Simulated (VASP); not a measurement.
Here is a VASP 6.6.1 calculation.

INCAR

```
PREC     = Accurate       # precision mode
ENCUT    = 520            # plane-wave cutoff, eV
EDIFF    = 1E-6           # SCF threshold, eV
ISMEAR   = 0              # smearing method
SIGMA    = 0.1            # smearing width, eV
LREAL    = F              # projectors in reciprocal space
LASPH    = T              # aspherical terms in the spheres
NELM     = 100            # most SCF steps
ALGO     = Normal         # electronic algorithm
ISIF     = 2              # what is computed and relaxed
LWAVE    = F              # write WAVECAR
LCHARG   = T              # write CHGCAR
LDIPOL   = T            
IDIPOL   = 3            
DIPOL    = 0.5 0.5 0.500
GGA      = PE             # functional
IVDW     = 12             # dispersion correction
LELF     = T              # ELF
LVHAR    = T            
LVACPOTAV= T            
NBANDS   = 11             # bands
```

KPOINTS

```
regular mesh
0
Gamma
  21 21 1
```

Contents of POSCAR:

```
C
1.0
    2.5660000000      0.0000000000      0.0000000000
   -1.2830000000      2.2222211861      0.0000000000
    0.0000000000      0.0000000000     26.0024170307
C
2
Direct
    0.6666666667      0.3333333333      0.5082492331
    0.3333333333      0.6666666667      0.4917507669
```

Potentials or basis: VASP PAW PBE potentials, release 64 (C).

The run is started by

```sh
$ cat potpaw_PBE.64/C/POTCAR > POTCAR
$ mpirun -np 1 vasp_std > vasp.out
```

(1) Estimate the largest force.

(2) What does it give for the dispersion energy per atom?

## Answers

(1) 7.030 eV/Å.

(2) -0.084 eV.
